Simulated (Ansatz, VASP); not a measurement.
# Ga in VASP and in Ansatz

```xyz
1
Lattice="2.5945 0.0000 0.0000 -1.2972 2.2469 0.0000 0.0000 0.0000 2.4931" Properties=species:S:1:pos:R:3 pbc="T T T"
Ga    0.0000    0.0000    0.0000
```

Change from the starting cell: volume scaled by 0.75, PAW files.

Alike in both runs: task single point; functional PBE; k mesh 17 × 17 × 15; occupations fermi-dirac, width 0.05 eV; no spin polarisation.

```csv
,VASP,Ansatz
version,VASP 6.6.1,Ansatz 0.2.0
potentials or method,"VASP PAW PBE potentials, release 64 (Ga_d)","PAW with Ansatz's default frozen-core files, scalar-relativistic"
plane-wave cutoff (eV),520,420
valence electrons in the cell,13,13
```

VASP gave:

* pressure (GPa): 29.2

Which values does Ansatz return?

Pressure (GPa): 29.0.

Both programs put the cell under a high pressure, so it lies far from rest at this level.
